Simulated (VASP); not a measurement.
Input of a VASP 6.6.1 run:

Contents of INCAR:

```
SYSTEM = Ti
PREC = Accurate ; ENCUT = 520
EDIFF = 1E-7 ; ISMEAR = 0
SIGMA = 0.1 ; LREAL = .FALSE.
LASPH = .TRUE. ; NELM = 100
ALGO = Normal ; ISIF = 2
LWAVE = .FALSE. ; LCHARG = .FALSE.
GGA = CA ; NBANDS = 19
```

File KPOINTS:

```
Automatic mesh
0
G
  6 6 3
  0 0 0
```

File POSCAR:

```
Ti
1.0
    3.7022000000      0.0000000000      0.0000000000
    0.0000000000      3.7022000000      0.0000000000
    0.0000000000      0.0000000000      8.2137000000
Ti
2
Direct
    0.5000000000      0.0000000000      0.2487500000
    0.0000000000      0.5000000000      0.7512500000
```

Potentials or basis: VASP PAW LDA potentials, release 64 (Ti_sv).

Launch:

```bash
$ cat potpaw_LDA.64/Ti_sv/POTCAR > POTCAR
$ mpirun -np 1 vasp_std > vasp.out
```

Problem. Estimate the pressure.

Solution. -10.8 GPa.

Problem. Estimate the largest force.

Solution. 0.024 eV/Å.

Stress tensor (GPa, compression positive):
```
-12.24   0.00   0.00
  0.00 -12.24   0.00
  0.00   0.00  -7.91
```
